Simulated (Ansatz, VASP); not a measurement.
PtS2 in VASP and in Ansatz

Contents of INCAR:

```
SYSTEM = PtS2
ALGO = Normal
EDIFF = 1E-7
ENCUT = 520
GGA = PS
ISIF = 2
ISMEAR = -1
LASPH = .True.
LCHARG = .False.
LREAL = .False.
LWAVE = .False.
NBANDS = 18
NELM = 60
PREC = Accurate
SIGMA = 0.05
```

Contents of KPOINTS:

```
k-points
0
Gamma
  7 7 5
  0 0 0
```

POSCAR

```
PtS2
1.0
    3.5432000000     -0.0708640000      0.0000000000
   -1.8329700242      3.1039332107      0.0000000000
    0.0000000000      0.0000000000      5.0388000000
Pt S
1 2
Direct
    0.0000000000      0.0000000000      0.0000000000
    0.6666666667      0.3333333333      0.7730000000
    0.3333333333      0.6666666667      0.2270000000
```

input.yaml

```yaml
crystal:
  lattice:
    - [3.5432, -0.070864, 0.0]
    - [-1.8329700242, 3.1039332107, 0.0]
    - [0.0, 0.0, 5.0388]
  atoms:
    - { symbol: Pt, position: [0.0, 0.0, 0.0] }
    - { symbol: S, position: [0.6666666667, 0.3333333333, 0.773] }
    - { symbol: S, position: [0.3333333333, 0.6666666667, 0.227] }
hamiltonian:
  xc: pbesol
  pseudopotentials: { kind: paw }
kpoints:
  mp_grid: { grid: [7, 7, 5] }
  band_path:
    path:
      - [[0.0, 0.0, 0.0], [-0.5, 0.5, 0.0], [-0.6661329064, 0.3215055822, 0.0], [-0.5, 0.0, 0.0], [-0.5, 0.0, -0.5], [-0.3338670936, -0.3215055822, -0.5], [0.0, -0.5, -0.5], [0.0, -0.5, 0.0], [-0.3338670936, -0.3215055822, 0.0]]
      - [[-0.6661329064, 0.3215055822, -0.5], [-0.5, 0.5, -0.5], [0.0, 0.0, -0.5]]
      - [[-0.5, 0.5, 0.0], [-0.5, 0.5, -0.5]]
    npoints: 14
scf:
  occupations: { method: fermi_dirac, width: 0.05 }
  n_extra_bands: 7
output:
  forces: true
  stress: true
  eigenvalues: true
  fatbands: true
```

Alike in both runs: functional PBEsol; k mesh 7 × 7 × 5; occupations fermi-dirac, width 0.05 eV; no spin polarisation.

```csv
,VASP,Ansatz
version,VASP 6.6.1,Ansatz 0.2.0
potentials or method,"VASP PAW PBE potentials, release 64 (Pt, S)",Ansatz PAW
plane-wave cutoff (eV),520,420
valence electrons in the cell,22,30
task,single point,band structure
```

|  | VASP | Ansatz | Ansatz less VASP |
| --- | --- | --- | --- |
| gap on the k mesh at the Fermi level (eV) | 0.58 | 0.57 | -0.012 |
| least direct gap on the mesh (eV) | 1.08 | 1.06 | -0.019 |
| pressure (GPa) | 6.3 | 6.7 | +0.30 |
| traceless stress, the component that is largest in VASP (GPa) | 4.03 | 4.04 | +0.005 |
| rms of the force components (eV/Å) | 0.477 | 0.487 | +0.0101 |

VASP's potentials were made for PBE, not for PBEsol. Atom by atom the forces differ by 0.010 eV/Å (rms over components). VASP's potentials hold 22 valence electrons a cell and Ansatz's 30, so a difference there can come from the potentials and not from the codes.

Neither program's run includes spin-orbit coupling.
